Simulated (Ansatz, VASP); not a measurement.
**Ta: VASP beside Ansatz**

The input INCAR:

```
PREC = Accurate ; ENCUT = 600
EDIFF = 1E-6 ; ISMEAR = 0
SIGMA = 0.1 ; LREAL = F
LASPH = T ; NELM = 80
ALGO = Fast ; ISIF = 3
LWAVE = F ; LCHARG = F
GGA = PS ; IBRION = 2
NSW = 100 ; EDIFFG = -0.01
```

The input KPOINTS:

```
Automatic mesh
0
Gamma
  12 12 10
```

The input POSCAR:

```
Ta
1.0
    4.5588920511      0.0000000000      0.0000000000
   -2.2794460255      3.9481163293      0.0000000000
    0.0000000000      0.0000000000      4.7898350738
Ta
4
Direct
    0.0000000000      0.0000000000      0.2500000000
    0.0000000000      0.0000000000      0.7500000000
    0.3333333333      0.6666666667      0.7500000000
    0.6666666667      0.3333333333      0.2500000000
```

Input for Ansatz:

```yaml
crystal:
  lattice:
    - [4.5588920511, 0.0, 0.0]
    - [-2.2794460255, 3.9481163293, 0.0]
    - [0.0, 0.0, 4.7898350738]
  atoms:
    - { symbol: Ta, position: [0.0, 0.0, 0.25] }
    - { symbol: Ta, position: [0.0, 0.0, 0.75] }
    - { symbol: Ta, position: [0.3333333333, 0.6666666667, 0.75] }
    - { symbol: Ta, position: [0.6666666667, 0.3333333333, 0.25] }
basis:
  ecutwfc: 420
kpoints:
  mp_grid: { grid: [12, 12, 10] }
hamiltonian:
  xc: pbesol
scf:
  occupations: { method: gaussian, width: 0.1 }
output:
  forces: true
  stress: true
  eigenvalues: true
relax:
  adjacent_minimum: "off"
  f_tol: 0.01
  max_steps: 80
  cell: { stress_tol: 0.05 }
```

Alike in both runs: task relaxation of cell and atoms; functional PBEsol; k mesh 12 × 12 × 10; occupations gaussian, width 0.1 eV; no spin polarisation.

```csv
,VASP,Ansatz
version,VASP 6.6.1,Ansatz 0.2.0
potentials or method,"VASP PAW PBE potentials, release 64 (Ta_pv), cutoff 600 eV","scalar-relativistic, plane waves, PAW"
valence electrons in the cell,44,52
```

```csv
,VASP,Ansatz,Ansatz less VASP
"gap on the k mesh at the Fermi level, each at its own relaxed structure (eV)",none,none,-
relaxed volume (Å³/atom),21.69,21.64,-0.050
relaxed length of the cell vector where the two differ most in proportion (Å),4.840,4.830,-0.0104
```

VASP's potentials were made for PBE, not for PBEsol. A gap of «none» marks a metal or a gap that the smearing closes. VASP's potentials hold 44 valence electrons a cell and Ansatz's 52, so a difference there can come from the potentials and not from the codes.

Neither program's run includes spin-orbit coupling.
